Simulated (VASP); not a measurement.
# C in VASP: settings compared, part 3 of 3

VASP 6.6.1.

## Step 6: Single point, HSE06 (strain +5.5%)

File POSCAR:

```
C
1.0
    0.0000000000      1.8778529565      1.8778529565
    1.8778529565      0.0000000000      1.8778529565
    1.8778529565      1.8778529565      0.0000000000
C
2
Direct
    0.0000000000      0.0000000000      0.0000000000
    0.2500000000      0.2500000000      0.2500000000
```

File INCAR.step1:

```
SYSTEM = C
  PREC = Accurate
  ENCUT = 520
  EDIFF = 1E-5
  ISMEAR = 0
  SIGMA = 0.01
  LREAL = .FALSE.
  LASPH = .TRUE.
  NELM = 100
  ALGO = Normal
  ISIF = 2
  LWAVE = .TRUE.
  NBANDS = 11
  GGA = PE
```

File INCAR.step2:

```
SYSTEM = C
  PREC = Accurate
  ENCUT = 520
  EDIFF = 1E-6
  ISMEAR = 0
  SIGMA = 0.01
  LREAL = .FALSE.
  LASPH = .TRUE.
  NELM = 100
  ALGO = Normal
  ISIF = 2
  LWAVE = .FALSE.
  LCHARG = .TRUE.
  GGA = PE
  LHFCALC = .TRUE.
  HFSCREEN = 0.2079
  PRECFOCK = Normal
  LELF = .TRUE.
  LVHAR = .TRUE.
  NBANDS = 11
  ISTART = 1
```

File KPOINTS:

```
Automatic mesh
0
G
  8 8 8
  0 0 0
```

Potentials or basis: VASP PAW PBE potentials, release 64 (C).

On the command line:

```sh
$ cat potpaw_PBE.64/C/POTCAR > POTCAR
$ cp INCAR.step1 INCAR
$ mpirun -np 1 vasp_std > vasp.out
$ cp INCAR.step2 INCAR
$ mpirun -np 1 vasp_std > vasp.out
```

OUTCAR:

```text
SYSTEM = C
   PREC = Accurate
   ENCUT = 520
   EDIFF = 1E-6
   ISMEAR = 0
   LREAL = .FALSE.
   LASPH = .TRUE.
   NELM = 100
   ISIF = 2
   GGA = PE
   LHFCALC = .TRUE.
   HFSCREEN = 0.2079
   PRECFOCK = Normal
   ISTART = 1

 ion  position               nearest neighbor table
   1  0.000  0.000  0.000-   2 1.63   2 1.63   2 1.63   2 1.63
   2  0.250  0.250  0.250-   1 1.63   1 1.63   1 1.63   1 1.63

  LATTYP: Found a face centered cubic cell.
 ALAT       =     3.7557059130

  Lattice vectors:

 A1 = (   0.0000000000,   1.8778529565,   1.8778529565)
 A2 = (   1.8778529565,   0.0000000000,   1.8778529565)
 A3 = (   1.8778529565,   1.8778529565,   0.0000000000)

Analysis of symmetry for initial positions (statically):
=====================================================================
 Subroutine PRICEL returns:
 Original cell was already a primitive cell.

 Routine SETGRP: Setting up the symmetry group for a
 face centered cubic supercell.

 Subroutine GETGRP returns: Found 48 space group operations
 (whereof 24 operations were pure point group operations)
 out of a pool of 48 trial point group operations.

The static configuration has the point symmetry T_d .
 The point group associated with its full space group is O_h .

Analysis of symmetry for dynamics (positions and initial velocities):
=====================================================================
 Subroutine PRICEL returns:
 Original cell was already a primitive cell.

 Routine SETGRP: Setting up the symmetry group for a
 face centered cubic supercell.

 Subroutine GETGRP returns: Found 48 space group operations
 (whereof 24 operations were pure point group operations)
 out of a pool of 48 trial point group operations.

The dynamic configuration has the point symmetry T_d .
 The point group associated with its full space group is O_h .

[... 129 lines left out ...]
   NKREDZ  =     1    reduce k-point grid by
   AEXX    =    0.2500 exact exchange contribution
   HFSCREEN=    0.2079 screening length (either q_TF or 0.3 A-1)
   HFSCREENC=   0.2079 screening length for correlation (either q_TF or 0.3 A-1)
   ENCUTFOCK=  -1.0 apply spherical cutoff to Coloumb kernel
   IVDW    =     0    specifies the selected vdW correction
   LEPSILON=     F    determine dielectric tensor
   LRPA    =     F    only Hartree local field effects (RPA)
 non-spin polarized calculation
 Gauss-broadening in eV      SIGMA  =   0.01
  energy-cutoff  :      520.00
  volume of cell :       13.24
 maximum number of plane-waves:       368
  NGX = 16; NGY = 16; NGZ = 16

 number of electron       7.9999999 magnetization

 Free energy of the ion-electron system (eV)
  ---------------------------------------------------
  ext. energy  EPLUGINS =         0.00000000
  ---------------------------------------------------
  free energy    TOTEN  =       -20.61932360 eV

  energy without entropy =      -20.61932360  energy(sigma->0) =      -20.61932360

 E-fermi :   7.1274     XC(G=0): -10.2377

 val. band max:        7.0265951320   @ k =   0.0000   0.0000   0.0000
 cond. band min:      11.9318509427   @ k =   0.3750   0.3750   0.0000
 fundamental gap:      4.9052558106
 Fermi energy:         7.1273970149

 k-point     1 :       0.0000    0.0000    0.0000
  band No.  band energies     occupation
      1     -14.4424      2.00000
      2       7.0266      2.00000
      3       7.0266      2.00000
      4       7.0266      2.00000
      5      13.5261      0.00000
      6      13.5261      0.00000
      7      13.5261      0.00000
      8      18.7324      0.00000
      9      25.8977      0.00000
     10      33.5914      0.00000
     11      33.5914      0.00000
[... 309 lines left out ...]
 k-point    24 :      -0.3750    0.2500    0.1250
  band No.  band energies     occupation
      1      -8.0887      2.00000
      2      -5.0452      2.00000
      3       0.8403      2.00000
      4       2.6544      2.00000
      5      16.1969      0.00000
      6      16.6253      0.00000
      7      20.0807      0.00000
      8      22.0701      0.00000
      9      25.6188      0.00000
     10      30.4499      0.00000
     11      33.1388      0.00000

 [... further k-points ...]

------------------------ aborting loop because EDIFF is reached ----------------------------------------

  FORCE on cell =-STRESS in cart. coord.  units (eV):
  Direction    XX          YY          ZZ          XY          YZ          ZX
  --------------------------------------------------------------------------------------
  -------------------------------------------------------------------------------------
  Total       -4.8585130     -4.8585130     -4.8585130     -0.0000000     -0.0000000      0.0000000
  in kB     -587.7588926   -587.7588926   -587.7588926     -0.0000000     -0.0000000      0.0000000
  external PRESSURE =    -587.7588926 kB  Pullay stress =       0.0000000 kB

 VOLUME and BASIS-vectors are now :
 -----------------------------------------------------------------------------
  energy-cutoff  :      520.00
  volume of cell :       13.24
      direct lattice vectors                 reciprocal lattice vectors
     0.000000000  1.877852956  1.877852956    -0.266261529  0.266261529  0.266261529
     1.877852956  0.000000000  1.877852956     0.266261529 -0.266261529  0.266261529
     1.877852956  1.877852956  0.000000000     0.266261529  0.266261529 -0.266261529

 POSITION                                       TOTAL-FORCE (eV/Angst)
 -----------------------------------------------------------------------------------
      0.00000      0.00000      0.00000        -0.000000     -0.000000     -0.000000
      0.93893      0.93893      0.93893         0.000000      0.000000      0.000000
 -----------------------------------------------------------------------------------
    total drift:                               -0.000000      0.000000     -0.000000

  FREE ENERGIE OF THE ION-ELECTRON SYSTEM (eV)
  ---------------------------------------------------
  free  energy   TOTEN  =       -20.6193236001 eV

  energy  without entropy=      -20.6193236001  energy(sigma->0) =      -20.61932360
```

OUTCAR.step1:

```text
SYSTEM = C
   PREC = Accurate
   ENCUT = 520
   EDIFF = 1E-5
   ISMEAR = 0
[... 561 lines left out ...]
      0.00000      0.00000      0.00000        -0.000000     -0.000000     -0.000000
      0.93893      0.93893      0.93893         0.000000      0.000000      0.000000
 -----------------------------------------------------------------------------------
    total drift:                                0.000000      0.000000      0.000000

  FREE ENERGIE OF THE ION-ELECTRON SYSTEM (eV)
  ---------------------------------------------------
  free  energy   TOTEN  =       -17.8713164339 eV

  energy  without entropy=      -17.8713164339  energy(sigma->0) =      -17.87131643
```

It took 12 min on 1 thread of Intel Xeon 8259CL, shared host; peak memory 0.22 GiB.

What came out:

| Property | Result |
| --- | --- |
| Free energy | -20.6193 eV |
| Pressure | -58.8 GPa |
| Band gap on the k mesh | 4.91 eV (least direct gap 6.50 eV) |

Caveat: the cell differs from its parent crystal (strain +5.5%); the cell stands under tension; the PAW data sets were made with another functional, which shifts forces and pressure a little.

## Step 7: The runs side by side

| level | cell | k mesh | smearing | grid for exact exchange (PRECFOCK) | share of exact exchange | screening parameter | gap on the mesh (eV) | pressure (GPa) |
| --- | --- | --- | --- | --- | --- | --- | --- | --- |
| PBE | a = 2.656 Å, angles 60.0°, 2 atoms | 12 × 12 × 12 | fermi-dirac 0.02 eV | - | - | - | 3.81 | -48.9 |
| r2SCAN | a = 2.656 Å, angles 60.0°, 2 atoms | 12 × 12 × 12 | gaussian 0.01 eV | - | - | - | 3.99 | -52.9 |
| PBE | a = 2.525, b = 2.525, c = 2.517 Å, angles 60.1, 60.1, 59.8°, 2 atoms | 12 × 12 × 12 | fermi-dirac 0.02 eV | - | - | - | 4.07 | 2.1 |
| r2SCAN | a = 2.525, b = 2.525, c = 2.517 Å, angles 60.1, 60.1, 59.8°, 2 atoms | 12 × 12 × 12 | gaussian 0.01 eV | - | - | - | 4.26 | -1.7 |
| HSE06 | a = 2.656 Å, angles 60.0°, 2 atoms | 8 × 8 × 8 | gaussian 0.01 eV | Normal | 0.25 | 0.2079 1/Å | 4.91 | -58.8 |

Alike in all rows: task single point; potentials or basis VASP PAW PBE potentials, release 64 (C); no spin polarisation; cutoff (eV) 520.

Caveats: the cell stands under tension (at least some runs); the PAW data sets were made with another functional, which shifts forces and pressure a little (at least some runs).

Absolute energies hang on the potentials; compare differences alone.
